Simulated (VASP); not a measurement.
Wanted: the native input for a VASP 6.6.1 run.

```yaml
Task: single point
Functional: PBE
Potentials_or_basis: VASP PAW PBE potentials, release 64 (Ta_sv_GW, N)
Cutoff: 700 eV
k_mesh: 18 × 18 × 18
Occupations: gaussian, width 0.15 eV
Spin: no spin polarisation
Dipole_correction: no
Further_INCAR_settings: ALGO = Normal; EDIFF = 1e-06; NBANDS = 16
```

The structure of TaN lies in POSCAR:

```
TaN
1.0
    0.0000000000      2.2853961859      2.0535443989
    2.2853961859      0.0000000000      2.0535443989
    2.2853961859      2.2853961859      0.0000000000
Ta N
1 1
Direct
    0.4984171920      0.5015828080      0.5015828080
    0.0204473300     -0.0204473300     -0.0204473300
```

This cell differs from its parent crystal: atoms displaced along a vibrational mode, the cell strained.

These files were run (other wordings do the same):

INCAR

```
PREC = Accurate
ENCUT = 700
EDIFF = 1E-6
ISMEAR = 0
SIGMA = 0.15
LREAL = F
LASPH = T
NELM = 120
ALGO = Normal
ISIF = 2
LWAVE = F
LCHARG = F
GGA = PE
NBANDS = 16
GGA_COMPAT = F
```

KPOINTS

```
Automatic mesh
0
Gamma
  18 18 18
```

Potentials or basis: VASP PAW PBE potentials, release 64 (Ta_sv_GW, N).

Command:

```console
$ cat potpaw_PBE.64/Ta_sv_GW/POTCAR potpaw_PBE.64/N/POTCAR > POTCAR
$ mpirun -np 1 vasp_std > vasp.out
```

Results of the run:

| Quantity | Value |
| --- | --- |
| Pressure | 12.5 GPa |
| Largest force | 0.269 eV/Å |
| Band gap on the k mesh | zero (bands 9 and 10 overlap by 3.40 eV) |

Caveat: the cell differs from its parent crystal (atoms displaced along a vibrational mode, the cell strained); the stress differs along the axes, from -12 to 58 GPa; spin-orbit coupling is left out, which moves the levels of the heavy elements.

Run time: 4.1 min on 1 thread of Intel(R) Xeon(R) Platinum 8488C (Sapphire Rapids), with other jobs on the host, peak memory 0.59 GiB.
